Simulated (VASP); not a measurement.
Input of a VASP 6.6.1 run:

File INCAR:

```
ALGO = Normal
EDIFF = 1E-6
ENCUT = 520
GGA = PE
ISIF = 2
ISMEAR = 0
ISPIN = 2
LASPH = T
LCHARG = F
LMAXMIX = 4
LORBIT = 11
LREAL = F
LWAVE = F
MAGMOM = 1 1 0
NBANDS = 26
NELM = 150
PREC = Accurate
SIGMA = 0.1
```

The input KPOINTS:

```
k-points
0
Gamma
  6 6 6
```

Contents of POSCAR:

```
Zr2Cl
1.0
    0.0000000000      3.1388012800      3.1388012800
    3.1388012800      0.0000000000      3.1388012800
    3.1388012800      3.1388012800      0.0000000000
Zr Cl
2 1
Direct
    0.7500000000      0.7500000000      0.7500000000
    0.2500000000      0.2500000000      0.2500000000
    0.0000000000      0.0000000000      0.0000000000
```

Potentials or basis: VASP PAW PBE potentials, release 64 (Zr_sv, Cl).

Launch:

```console
$ cat potpaw_PBE.64/Zr_sv/POTCAR potpaw_PBE.64/Cl/POTCAR > POTCAR
$ mpirun -np 1 vasp_std > vasp.out
```

Question: Predict the net moment.

Answer: 0.00 μB per cell.

Question: Estimate the pressure.

Answer: 0.8 GPa.
